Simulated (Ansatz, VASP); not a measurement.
# HfN in VASP and in Ansatz

```
Hf N
1.0
    -0.02259    2.24770    2.24770
     2.24770   -0.02259    2.24770
     2.24770    2.24770   -0.02259
Hf N
1 1
Direct
  0.00000 0.00000 0.00000
  0.50000 0.50000 0.50000
```

Change from the starting cell: equal xy, yz and zx shear strains of -1 %, PAW files.

Alike in both runs: task electric field gradients; functional LDA; k mesh 10 × 10 × 10; occupations fermi-dirac, width 0.03 eV; no spin polarisation.

```csv
,VASP,Ansatz
version,VASP 6.6.1,Ansatz 0.2.0
potentials or method,"VASP PAW LDA potentials, release 64 (Hf_pv, N)","PAW with Ansatz's default frozen-core files, scalar-relativistic"
plane-wave cutoff (eV),520,420
valence electrons in the cell,15,31
```

```tsv
	VASP	Ansatz	Ansatz less VASP
pressure (GPa)	-10.6	-9.3	+1.24
traceless stress, the component that is largest in VASP (GPa)	0.94	0.97	+0.028
size of Vzz on the site where it differs most (V/Å²)	8.1	9.1	+0.92
```

LDA's correlation is that of Perdew and Zunger in VASP and of Perdew and Wang (1992) in Ansatz. VASP's potentials hold 15 valence electrons a cell and Ansatz's 31, so a difference there can come from the potentials and not from the codes.

Spin-orbit coupling is off throughout.
